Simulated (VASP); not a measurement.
A run of VASP 6.6.1 is set up as follows.

Contents of INCAR:

```
PREC = Accurate
ENCUT = 520
EDIFF = 1E-6
ISMEAR = 0
SIGMA = 0.1
LREAL = False
LASPH = True
NELM = 100
ALGO = Normal
ISIF = 2
LWAVE = False
LCHARG = False
GGA = PE
NBANDS = 16
```

File KPOINTS:

```
Automatic mesh
0
Gamma
  12 12 12
```

File POSCAR:

```
HgTe
1.0
    0.0000000000      3.3262218529      3.3262218529
    3.3262218529      0.0000000000      3.3262218529
    3.3262218529      3.3262218529      0.0000000000
Hg Te
1 1
Direct
    0.0000000000      0.0000000000      0.0000000000
    0.2500000000      0.2500000000      0.2500000000
```

Potentials or basis: VASP PAW PBE potentials, release 64 (Hg, Te).

Launch:

```console
$ cat potpaw_PBE.64/Hg/POTCAR potpaw_PBE.64/Te/POTCAR > POTCAR
$ mpirun -np 1 vasp_std > vasp.out
```

Q: Predict the pressure.

A: 0.0 GPa.

Q: Estimate the band gap on the k mesh.

A: Zero (filled and empty bands touch).

Caveat: spin-orbit coupling is left out, which moves the levels of the heavy elements.
